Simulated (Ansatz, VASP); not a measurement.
Two plane-wave programs on HfB2

```
CELL_PARAMETERS angstrom
3.13563 0.00000 0.00000
-1.56781 2.71553 0.00000
0.00000 0.00000 3.48205
ATOMIC_POSITIONS crystal
Hf 0.00000 0.00000 0.00000
B 0.33333 0.66667 0.50000
B 0.66667 0.33333 0.50000
```

Alike in both runs: functional r2SCAN; k mesh 12 × 12 × 9; occupations fermi-dirac, width 0.1 eV; no spin polarisation.

Ansatz relaxed the structure, and its values are those at the end. VASP's run is a single point on that final structure, the one shown.

|  | VASP | Ansatz |
| --- | --- | --- |
| version | VASP 6.6.1 | Ansatz 0.2.0 |
| potentials or method | VASP PAW PBE potentials, release 64 (Hf_pv, B), cutoff 520 eV | PAW plane waves |
| valence electrons in the cell | 16 | 32 |

Ansatz gave:

```
gap on the k mesh at the Fermi level (eV) : none
pressure (GPa)                            : 0.0
```

Q: What did VASP give for the same quantities?

A: gap on the k mesh at the Fermi level (eV): none; pressure (GPa): -0.6.

VASP's potentials were made for PBE, not for r2SCAN. A gap of «none» marks a metal or a gap that the smearing closes. VASP's potentials hold 16 valence electrons a cell and Ansatz's 32, so a difference there can come from the potentials and not from the codes.

Spin-orbit coupling is off throughout.
